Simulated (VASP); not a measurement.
Write the native input for VASP 6.6.1 that does the following.

| Quantity | Value |
| --- | --- |
| Task | single point |
| Functional | PBEsol |
| Potentials or basis | VASP PAW PBE potentials, release 64 (Pt) |
| Cutoff | 500 eV |
| k mesh | 12 × 12 × 6 |
| Occupations | gaussian, width 0.1 eV |
| Spin | no spin polarisation |
| Dipole correction | no |
| Further INCAR settings | ALGO = Normal; EDIFF = 1e-06; NBANDS = 17 |

The structure of Pt lies in POSCAR:

```
Pt
1.0
    2.7606660000      0.0000000000      0.0000000000
   -1.3803330000      2.3908070000      0.0000000000
    0.0000000000      0.0000000000      4.7921340000
Pt
2
Direct
    0.6666666667      0.3333333333      0.7500000000
    0.3333333333      0.6666666667      0.2500000000
```

This isn't the form of Pt at room conditions, which is fcc.

The input as run:

INCAR

```
SYSTEM = Pt
  PREC = Accurate
  ENCUT = 500
  EDIFF = 1E-6
  ISMEAR = 0
  SIGMA = 0.1
  LREAL = .FALSE.
  LASPH = .TRUE.
  NELM = 120
  ALGO = Normal
  ISIF = 2
  LWAVE = .FALSE.
  LCHARG = .TRUE.
  GGA = PS
  LELF = .TRUE.
  LVHAR = .TRUE.
  NBANDS = 17
  GGA_COMPAT = .FALSE.
```

KPOINTS

```
Automatic mesh
0
G
  12 12 6
  0 0 0
```

Potentials or basis: VASP PAW PBE potentials, release 64 (Pt).

Run with:

```console
$ cat potpaw_PBE.64/Pt/POTCAR > POTCAR
$ mpirun -np 1 vasp_std > vasp.out
```

Results of the run:

- Pressure: -11.2 GPa
- Band gap on the k mesh: zero (bands 10 and 11 overlap by 1.28 eV)

Caveat: the cell stands under tension; the PAW data sets were made with another functional, which shifts forces and pressure a little; spin-orbit coupling is left out, which moves the levels of the heavy elements.

It took 25 s on 1 thread of Intel Xeon 8259CL, on a shared host, peak memory 0.16 GiB.
